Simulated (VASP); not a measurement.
Here is a VASP 6.6.1 calculation.

File INCAR:

```
SYSTEM = Ti
PREC = Accurate
ENCUT = 520
EDIFF = 1E-6
ISMEAR = 0
SIGMA = 0.15
LREAL = .False.
LASPH = .True.
NELM = 60
ALGO = Fast
ISIF = 2
LWAVE = .False.
LCHARG = .False.
GGA = PE
NBANDS = 12
```

File KPOINTS:

```
regular mesh
0
Gamma
  22 22 22
  0 0 0
```

POSCAR

```
Ti
1.0
   -1.8943961198      1.8943961198      1.2313574779
    1.8943961198     -1.8943961198      1.2313574779
    1.8943961198      1.8943961198     -1.2313574779
Ti
1
Direct
    0.0000000000      0.0000000000      0.0000000000
```

Potentials or basis: VASP PAW PBE potentials, release 64 (Ti_sv).

Run with:

```bash
$ cat potpaw_PBE.64/Ti_sv/POTCAR > POTCAR
$ mpirun -np 1 vasp_std > vasp.out
```

(1) Estimate the pressure.

(2) What does it give for the band gap on the k mesh?

## Answers

(1) -0.9 GPa.

(2) zero (bands 6 and 7 overlap by 0.73 eV).
